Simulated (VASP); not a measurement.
SiO2, 12 atoms in the cell. The structure is tetragonal, space group P4_32_12 (No. 96). The conventional cell has a = 4.597 Å, b = 4.597 Å, c = 6.089 Å, α = 90.00°, β = 90.00°, γ = 90.00°. Within 2.1 Å of Si (site symmetry 2) lie 4 O at 1.60 to 1.61 Å. Within 2.1 Å of O (site symmetry 1) lie 2 Si at 1.60 to 1.61 Å. 

| Property | Result |
| --- | --- |
| Program | VASP 6.6.1 |
| Task | single point |
| Functional | r2SCAN |
| Potentials or basis | VASP PAW PBE potentials, release 64 (Si, O) |
| Cutoff | 520 eV |
| k mesh | 6 × 6 × 4 |
| Occupations | gaussian, width 0.02 eV |
| Spin | no spin polarisation |
| Dipole correction | no |
| Further INCAR settings | ALGO = Normal; EDIFF = 1e-06; NBANDS = 44 |

Potentials or basis: VASP PAW PBE potentials, release 64 (Si, O).

Run with:

```sh
$ cat potpaw_PBE.64/Si/POTCAR potpaw_PBE.64/O/POTCAR > POTCAR
$ cp INCAR.step1 INCAR
$ mpirun -np 1 vasp_std > vasp.out
$ cp INCAR.step2 INCAR
$ mpirun -np 1 vasp_std > vasp.out
```

Hardware: 1 thread of AMD EPYC 7R13, with other jobs on the host.

Q: How long does it take, and how much memory?

A: Wall time 10 min on 1 thread of AMD EPYC 7R13, on a shared host, peak memory 0.32 GiB. Counts: k points 30.
